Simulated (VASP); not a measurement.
Input of a VASP 6.6.1 run:

The input INCAR:

```
SYSTEM = InAs
PREC     = Accurate       ! precision mode
ENCUT    = 600            ! plane-wave cutoff, eV
EDIFF    = 1E-6           ! SCF threshold, eV
ISMEAR   = -1             ! smearing method
SIGMA    = 0.05           ! smearing width, eV
LREAL    = .FALSE.        ! projectors in reciprocal space
LASPH    = .TRUE.         ! aspherical terms in the spheres
NELM     = 60             ! most SCF steps
ALGO     = Normal         ! electronic algorithm
ISIF     = 3              ! what is computed and relaxed
LWAVE    = .FALSE.        ! write WAVECAR
LCHARG   = .FALSE.        ! write CHGCAR
GGA      = RE             ! functional
IVDW     = 13             ! dispersion correction
IBRION   = 2              ! ionic algorithm
NSW      = 80             ! ionic steps
EDIFFG   = -0.005         ! ionic threshold
```

File KPOINTS:

```
regular mesh
0
G
  8 8 8
  0 0 0
```

The input POSCAR:

```
InAs
1.0
    0.0000000000      3.0180000000      3.0180000000
    3.0180000000      0.0000000000      3.0180000000
    3.0180000000      3.0180000000      0.0000000000
In As
1 1
Direct
    0.0000000000      0.0000000000      0.0000000000
    0.7500000000      0.7500000000      0.7500000000
```

Potentials or basis: VASP PAW PBE potentials, release 64 (In_d, As).

Run with:

```bash
$ cat potpaw_PBE.64/In_d/POTCAR potpaw_PBE.64/As/POTCAR > POTCAR
$ mpirun -np 1 vasp_std > vasp.out
```

Question: Predict the relaxed cell.

Answer: a = 4.318 Å, b = 4.318 Å, c = 4.318 Å, α = 60.00°, β = 60.00°, γ = 60.00°.

Question: Predict the band gap on the k mesh.

Answer: Zero (filled and empty bands touch).

Final structure:
```xyz
2
Lattice="0.0000 3.0530 3.0530 3.0530 0.0000 3.0530 3.0530 3.0530 0.0000" Properties=species:S:1:pos:R:3 pbc="T T T"
In    0.0000    0.0000    0.0000
As    4.5796    4.5796    4.5796
```

Caveat: spin-orbit coupling is left out, which moves the levels of the heavy elements. Zero-point motion and thermal expansion aren't in these numbers.
